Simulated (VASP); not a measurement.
## YSe2: single point with PBE

YSe2:

```
Y Se
1.0
     0.00000    3.42941    3.42941
     3.42941    0.00000    3.42941
     3.42941    3.42941    0.00000
Y Se
1 2
Direct
  0.00000 0.00000 0.00000
  0.25000 0.25000 0.25000
  0.75000 0.75000 0.75000
```

```
Program                : VASP 6.6.1
Task                   : single point
Functional             : PBE
Potentials or basis    : VASP PAW PBE potentials, release 64 (Y_sv, Se)
Cutoff                 : 520 eV
k mesh                 : 8 × 8 × 8
Occupations            : gaussian, width 0.05 eV
Spin                   : no spin polarisation
Dipole correction      : no
Further INCAR settings : ALGO = Normal; EDIFF = 1e-06; NBANDS = 18
```

```yaml
Pressure: 0.0 GPa
Band_gap_on_the_k_mesh: zero (an odd number of electrons rules out a gap without spin polarisation)
```

Levels at points of the mesh, in eV from the Fermi level:
```tsv
k point	band 7	band 8	band 9	band 10	band 11	band 12	band 13	band 14	band 15	band 16
(0.00, 0.00, 0.00)	-3.28	-3.28	-3.28	0.17	0.17	0.17	2.37	2.37	4.41	5.92
(0.50, 0.00, 0.00)	-2.50	-2.50	-2.17	-1.77	-1.41	-1.41	2.88	2.88	4.02	6.02
(0.50, 0.50, 0.00)	-4.43	-2.91	-2.91	-0.33	-0.33	1.11	2.08	3.46	3.99	4.98
```

It took 18 s on 1 thread of Intel(R) Xeon(R) 6975P-C (Granite Rapids), with other jobs on the host, peak memory 0.23 GiB.
